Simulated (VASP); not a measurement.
# Be2BCl2 (P-3m1) in VASP: single point with PBE

Aim: the single point of Be2BCl2 with PBE.

All numbers are computed with VASP 6.6.1; they aren't measurements. Logs are shortened: lines on timing, memory, paths and dates and some standing lists are left out, and cuts for length are marked.

## (1) The cell of the first run

It takes space group P-3m1 (No. 164, trigonal). Conventional cell: a = 2.998 Å, b = 2.998 Å, c = 12.873 Å, α = 90.00°, β = 90.00°, γ = 120.00°. Be (site symmetry 3m) has 3 Cl at 2.15 Å and 3 Be at 2.65 Å within 2.8 Å. B (site symmetry -3m) has 6 B at 3.00 Å within 3.9 Å. Within 2.8 Å of Cl (site symmetry 3m) lie 3 Be at 2.15 Å.

## (2) Single point, PBE

Input file POSCAR:

```
Be2BCl2
1.0
    2.9977763569      0.0000000000      0.0000000000
   -1.4988881785      2.5961504799      0.0000000000
    0.0000000000      0.0000000000     12.8725713586
Be B Cl
2 1 2
Direct
    0.6666666667      0.3333333333      0.4221124334
    0.3333333333      0.6666666667      0.5778875666
    0.0000000000      0.0000000000      0.0000000000
    0.3333333333      0.6666666667      0.3235355779
    0.6666666667      0.3333333333      0.6764644221
```

Input file INCAR.step1:

```
SYSTEM = Be2BCl2
ALGO = Normal
EDIFF = 1E-6
ENCUT = 520
GGA = PE
ISIF = 2
ISMEAR = 0
LASPH = .True.
LCHARG = .True.
LREAL = .False.
LWAVE = .False.
NBANDS = 18
NELM = 80
PREC = Accurate
SIGMA = 0.1
```

Input file KPOINTS.step1:

```
k-points
0
Gamma
  15 15 4
  0 0 0
```

Input file INCAR.step2:

```
SYSTEM = Be2BCl2
ALGO = Normal
EDIFF = 1E-6
ENCUT = 520
GGA = PE
ICHARG = 11
ISIF = 2
ISMEAR = -5
LASPH = .True.
LCHARG = .False.
LORBIT = 11
LREAL = .False.
LWAVE = .False.
NBANDS = 18
NEDOS = 1001
NELM = 80
PREC = Accurate
SIGMA = 0.1
```

Input file KPOINTS.step2:

```
k-points
0
Gamma
  23 23 6
  0 0 0
```

Potentials or basis: VASP PAW PBE potentials, release 64 (Be, B, Cl).

Command:

```bash
> cat potpaw_PBE.64/Be/POTCAR potpaw_PBE.64/B/POTCAR potpaw_PBE.64/Cl/POTCAR > POTCAR
> cp INCAR.step1 INCAR
> cp KPOINTS.step1 KPOINTS
> mpirun -np 1 vasp_std > vasp.out
> cp INCAR.step2 INCAR
> cp KPOINTS.step2 KPOINTS
> mpirun -np 1 vasp_std > vasp.out
```

OUTCAR:

```text
SYSTEM = Be2BCl2
   EDIFF = 1E-6
   ENCUT = 520
   GGA = PE
   ICHARG = 11
   ISIF = 2
   ISMEAR = -5
   LASPH = .True.
   LORBIT = 11
   LREAL = .False.
   NELM = 80
   PREC = Accurate

 ion  position               nearest neighbor table
   1  0.667  0.333  0.422-   4 2.15   4 2.15   4 2.15
   2  0.333  0.667  0.578-   5 2.15   5 2.15   5 2.15
   3  0.000  0.000  0.000-
   4  0.333  0.667  0.324-   1 2.15   1 2.15   1 2.15
   5  0.667  0.333  0.676-   2 2.15   2 2.15   2 2.15

  LATTYP: Found a hexagonal cell.
 ALAT       =     2.9977763569
 C/A-ratio  =     4.2940399236

  Lattice vectors:

 A1 = (   2.9977763569,   0.0000000000,   0.0000000000)
 A2 = (  -1.4988881785,   2.5961504799,   0.0000000000)
 A3 = (   0.0000000000,   0.0000000000,  12.8725713586)

Analysis of symmetry for initial positions (statically):
=====================================================================
 Subroutine PRICEL returns:
 Original cell was already a primitive cell.

 Routine SETGRP: Setting up the symmetry group for a
 hexagonal supercell.

 Subroutine GETGRP returns: Found 12 space group operations
 (whereof 12 operations were pure point group operations)
 out of a pool of 24 trial point group operations.

The static configuration has the point symmetry D_3d.

Analysis of symmetry for dynamics (positions and initial velocities):
=====================================================================
 Subroutine PRICEL returns:
 Original cell was already a primitive cell.

 Routine SETGRP: Setting up the symmetry group for a
 hexagonal supercell.

 Subroutine GETGRP returns: Found 12 space group operations
 (whereof 12 operations were pure point group operations)
 out of a pool of 24 trial point group operations.

The dynamic configuration has the point symmetry D_3d.

 Subroutine INISYM returns: Found 12 space group operations
 (whereof 12 operations are pure point group operations),
 and found     1 'primitive' translations

----------------------------------------------------------------------------------------

                                     Primitive cell

  volume of cell :     100.1831

  direct lattice vectors                    reciprocal lattice vectors
     2.997776357  0.000000000  0.000000000     0.333580588  0.192592842  0.000000000
    -1.498888178  2.596150480  0.000000000     0.000000000  0.385185685  0.000000000
     0.000000000  0.000000000 12.872571359     0.000000000  0.000000000  0.077684557

  length of vectors
     2.997776357  2.997776357 12.872571359     0.385185685  0.385185685  0.077684557

  position of ions in fractional coordinates (direct lattice)
     0.666666667  0.333333333  0.422112433
     0.333333333  0.666666667  0.577887567
     0.000000000  0.000000000  0.000000000
     0.333333333  0.666666667  0.323535578
     0.666666667  0.333333333  0.676464422

  ion indices of the primitive-cell ions
   primitive index   ion index
                 1           1
                 2           2
                 3           3
                 4           4
                 5           5

----------------------------------------------------------------------------------------

 KPOINTS: k-points

Automatic generation of k-mesh.
 Grid dimensions read from file:
 generate k-points for:   23   23    6

 Generating k-lattice:

  Cartesian coordinates                     Fractional coordinates (reciprocal lattice)
     0.014503504  0.008373602  0.000000000     0.043478261  0.000000000  0.000000000
     0.000000000  0.016747204  0.000000000     0.000000000  0.043478261  0.000000000
     0.000000000  0.000000000  0.012947426     0.000000000  0.000000000  0.166666667

  Length of vectors
     0.016747204  0.016747204  0.012947426

  Shift w.r.t. Gamma in fractional coordinates (k-lattice)
     0.000000000  0.000000000  0.000000000

 TETIRR: Found   4671 inequivalent tetrahedra from    19044

 Subroutine IBZKPT returns following result:
 ===========================================

 Found    312 irreducible k-points:

 Following reciprocal coordinates:
            Coordinates               Weight
  0.000000  0.000000  0.000000      1.000000
  0.043478  0.000000  0.000000      6.000000
  0.086957 -0.000000  0.000000      6.000000
  0.130435  0.000000  0.000000      6.000000
  0.173913 -0.000000  0.000000      6.000000
  0.217391 -0.000000  0.000000      6.000000
[... 16 lines left out ...]
  0.478261  0.043478  0.000000      6.000000
  0.086957  0.086957  0.000000      6.000000
 [... further k-points ...]
   k-points           NKPTS =    312   k-points in BZ     NKDIM =    312   number of bands    NBANDS=     18
   number of dos      NEDOS =   1001   number of ions     NIONS =      5
   total plane-waves  NPLWV =  55296
   dimension x,y,z NGX =    24 NGY =   24 NGZ =   96
   dimension x,y,z NGXF=    48 NGYF=   48 NGZF=  192
   ions per type =               2   1   2
   NGX,Y,Z   is equivalent  to a cutoff of  13.31, 13.31, 12.40 a.u.
   NGXF,Y,Z  is equivalent  to a cutoff of  26.62, 26.62, 24.80 a.u.
 SYSTEM =  Be2BCl2
   PREC   = accura    normal or accurate (medium, high low for compatibility)
   ISTART =      0    job   : 0-new  1-cont  2-samecut
   ICHARG =     11    charge: 1-file 2-atom 10-const
   ISPIN  =      1    spin polarized calculation?
   LNONCOLLINEAR =      F non collinear calculations
   LSORBIT =      F    spin-orbit coupling
   LASPH  =      T    aspherical Exc in radial PAW
   ENCUT  =  520.0 eV  38.22 Ry    6.18 a.u.   5.57  5.57 23.93*2*pi/ulx,y,z
   NELM   =     80;   NELMIN=  2; NELMDL=  0     # of ELM steps
   EDIFF  = 0.1E-05   stopping-criterion for ELM
   LREAL  =      F    real-space projection
   EDIFFG = 0.1E-04   stopping-criterion for IOM
   NSW    =      0    number of steps for IOM
   IBRION =     -1    ionic relax: 0-MD 1-quasi-New 2-CG
   NFREE  =      0    steps in history (QN), initial steepest desc. (CG)
   ISIF   =      2    stress and relaxation
   ISYM   =      2    0-nonsym 1-usesym 2-fastsym
   POTIM  = 0.5000    time-step for ionic-motion
   TEBEG  =    0.0;   TEEND  =   0.0 temperature during run
   PSTRESS=    0.0 pullay stress
   NELECT =      21.0000    total number of electrons
   NUPDOWN=      -1.0000    fix difference up-down
   EMIN   =  10.00;   EMAX   =-10.00  energy-range for DOS
   EFERMI =   0.00;   METHOD = LEGACY
   ISMEAR =    -5;   SIGMA  =   0.10  broadening in eV -4-tet -1-fermi 0-gaus
   EFERMI_NEDOS =   21; number of points for ismear=-14 and -15
   IALGO  =     38    algorithm
   IMIX   =      4    mixing-type and parameters
     AMIX     =   0.40;   BMIX     =  1.00
     AMIX_MAG =   1.60;   BMIX_MAG =  1.00
  volume/ion in A,a.u.               =      20.04       135.21
  Fermi-wavevector in a.u.,A,eV,Ry     =   0.972485  1.837731 12.867411  0.945728
  Thomas-Fermi vector in A             =   2.102788
   LORBIT       =     11    0 simple, 1 ext, 2 COOP (PROOUT), +10 PAW based schemes
   GGA     = PE    functional components
   LHFCALC =     F    Hartree Fock is set to
   AEXX    =    0.0000 exact exchange contribution
   IVDW    =     0    specifies the selected vdW correction
   LEPSILON=     F    determine dielectric tensor
   LRPA    =     F    only Hartree local field effects (RPA)
 non-spin polarized calculation
 Fermi weights with tetrahedron method with Bloechl corrections
  energy-cutoff  :      520.00
  volume of cell :      100.18
 maximum number of plane-waves:      2742
 NGX is ok and might be reduce to    24

 number of electron      20.9999996 magnetization

 Free energy of the ion-electron system (eV)
  ---------------------------------------------------
  ext. energy  EPLUGINS =         0.00000000
  ---------------------------------------------------
  free energy    TOTEN  =       -14.43252260 eV

  energy without entropy =      -14.43252260  energy(sigma->0) =      -14.43252260

 E-fermi :   2.5338     XC(G=0):  -8.0361

 val. band max:        2.5656830127   @ k =   0.2609   0.2609   0.0000
 cond. band min:       2.4945891336   @ k =   0.4783   0.0435   0.0000
 fundamental gap:     -0.0710938791
 Fermi energy:         2.5337508431

 k-point     1 :       0.0000    0.0000    0.0000
  band No.  band energies     occupation
      1     -16.1823      2.00000
      2     -16.1431      2.00000
      3      -5.7421      2.00000
      4      -4.4721      2.00000
      5      -4.4330      2.00000
      6      -0.7611      2.00000
[... 10 lines left out ...]
     17       8.5459      0.00000
     18       8.7356      0.00000

 k-point     2 :       0.0435    0.0000    0.0000
  band No.  band energies     occupation
      1     -16.1582      2.00000
      2     -16.1191      2.00000
      3      -5.7152      2.00000
      4      -4.4389      2.00000
      5      -4.4125      2.00000
      6      -0.7338      2.00000
[... 10 lines left out ...]
     17       8.5492      0.00000
     18       8.7206      0.00000

 k-point     3 :       0.0870   -0.0000    0.0000
  band No.  band energies     occupation
      1     -16.0865      2.00000
      2     -16.0478      2.00000
      3      -5.6352      2.00000
      4      -4.3520      2.00000
      5      -4.3396      2.00000
      6      -0.9687      2.00000
[... 10 lines left out ...]
     17       8.6710      0.00000
     18       8.7072      0.00000

 k-point     4 :       0.1304    0.0000    0.0000
  band No.  band energies     occupation
      1     -15.9694      2.00000
      2     -15.9315      2.00000
      3      -5.5045      2.00000
      4      -4.2544      2.00000
      5      -4.1749      2.00000
      6      -1.5785      2.00000
[... 10 lines left out ...]
     17       8.5242      0.00000
     18       8.6778      0.00000

 k-point     5 :       0.1739   -0.0000    0.0000
  band No.  band energies     occupation
      1     -15.8110      2.00000
      2     -15.7743      2.00000
      3      -5.3276      2.00000
      4      -4.1259      2.00000
      5      -3.9460      2.00000
      6      -2.2898      2.00000
[... 10 lines left out ...]
     17       8.4675      0.00000
     18       8.6764      0.00000

 k-point     6 :       0.2174   -0.0000    0.0000
  band No.  band energies     occupation
      1     -15.6173      2.00000
      2     -15.5824      2.00000
      3      -5.1143      2.00000
      4      -3.9822      2.00000
      5      -3.6566      2.00000
      6      -3.0291      2.00000
[... 307 lines left out ...]
 k-point    21 :       0.3913    0.0435    0.0000
  band No.  band energies     occupation
      1     -14.6269      2.00000
      2     -14.6099      2.00000
      3      -5.8929      2.00000
      4      -5.7971      2.00000
      5      -3.6982      2.00000
      6      -3.2167      2.00000
[... 10 lines left out ...]
     17       6.8914      0.00000
     18       7.5975      0.00000

 k-point    22 :       0.4348    0.0435    0.0000
  band No.  band energies     occupation
      1     -14.5016      2.00000
      2     -14.4903      2.00000
      3      -6.1609      2.00000
      4      -6.0685      2.00000
      5      -3.4870      2.00000
      6      -3.1789      2.00000
[... 10 lines left out ...]
     17       6.7646      0.00000
     18       7.5093      0.00000

 k-point    23 :       0.4783    0.0435    0.0000
  band No.  band energies     occupation
      1     -14.4567      2.00000
      2     -14.4486      2.00000
      3      -6.2536      2.00000
      4      -6.1619      2.00000
      5      -3.3924      2.00000
      6      -3.1842      2.00000
[... 10 lines left out ...]
     17       6.7242      0.00000
     18       7.4796      0.00000

 k-point    24 :       0.0870    0.0870    0.0000
  band No.  band energies     occupation
      1     -15.9007      2.00000
      2     -15.8633      2.00000
      3      -5.4276      2.00000
      4      -4.1978      2.00000
      5      -4.0765      2.00000
      6      -1.8480      2.00000
[... 10 lines left out ...]
     17       8.1790      0.00000
     18       8.9339      0.00000

 [... further k-points ...]

------------------------ aborting loop because EDIFF is reached ----------------------------------------

  FORCE on cell =-STRESS in cart. coord.  units (eV):
  Direction    XX          YY          ZZ          XY          YZ          ZX
  --------------------------------------------------------------------------------------
  -------------------------------------------------------------------------------------
  Total       -0.0336309     -0.0336309     -0.1625071      0.0000000      0.0000000     -0.0000000
  in kB       -0.5378425     -0.5378425     -2.5988932      0.0000000      0.0000000     -0.0000000
  external PRESSURE =      -1.2248594 kB  Pullay stress =       0.0000000 kB

 VOLUME and BASIS-vectors are now :
 -----------------------------------------------------------------------------
  energy-cutoff  :      520.00
  volume of cell :      100.18
      direct lattice vectors                 reciprocal lattice vectors
     2.997776357  0.000000000  0.000000000     0.333580588  0.192592842  0.000000000
    -1.498888178  2.596150480  0.000000000     0.000000000  0.385185685  0.000000000
     0.000000000  0.000000000 12.872571359     0.000000000  0.000000000  0.077684557

 POSITION                                       TOTAL-FORCE (eV/Angst)
 -----------------------------------------------------------------------------------
      1.49889      0.86538      5.43367         0.000000      0.000000     -0.037495
     -0.00000      1.73077      7.43890         0.000000      0.000000      0.037495
      0.00000      0.00000      0.00000         0.000000      0.000000      0.000000
     -0.00000      1.73077      4.16473         0.000000     -0.000000      0.008321
      1.49889      0.86538      8.70784        -0.000000      0.000000     -0.008321
 -----------------------------------------------------------------------------------
    total drift:                                0.000000     -0.000000      0.000000

  FREE ENERGIE OF THE ION-ELECTRON SYSTEM (eV)
  ---------------------------------------------------
  free  energy   TOTEN  =       -14.4325225955 eV

  energy  without entropy=      -14.4325225955  energy(sigma->0) =      -14.43252260

 total charge

# of ion       s       p       d       tot
------------------------------------------
    1        0.338   0.484   0.000   0.822
    2        0.338   0.484   0.000   0.822
    3        0.905   0.399   0.000   1.304
    4        1.611   3.574   0.000   5.185
    5        1.611   3.574   0.000   5.185
--------------------------------------------------
tot          4.804   8.514   0.000  13.319
```

It took 4.3 min on 1 thread of AMD EPYC 9R45 (Zen 5), shared host; peak memory 0.57 GiB.

Results:

| Property | Result |
| --- | --- |
| Valence electrons inside the program's atomic spheres | Be 0.82; B 1.30; Cl 5.18 |

Levels at points of the mesh, in eV from the Fermi level:
```
           k point  band 9  band 10  band 11  band 12  band 13  band 14
(0.00, 0.00, 0.00)   -2.89    -2.89    -0.59     4.32     4.86     5.08
(0.00, 0.00, 0.50)   -2.89    -2.89    -0.51     3.81     5.08     5.08
```

Caveat: this functional lacks dispersion, which binds layers or chains, so the pressure and a relaxed spacing across them are unreliable; an odd number of electrons without spin polarisation forces a metal; a magnetic or distorted state may lie lower.
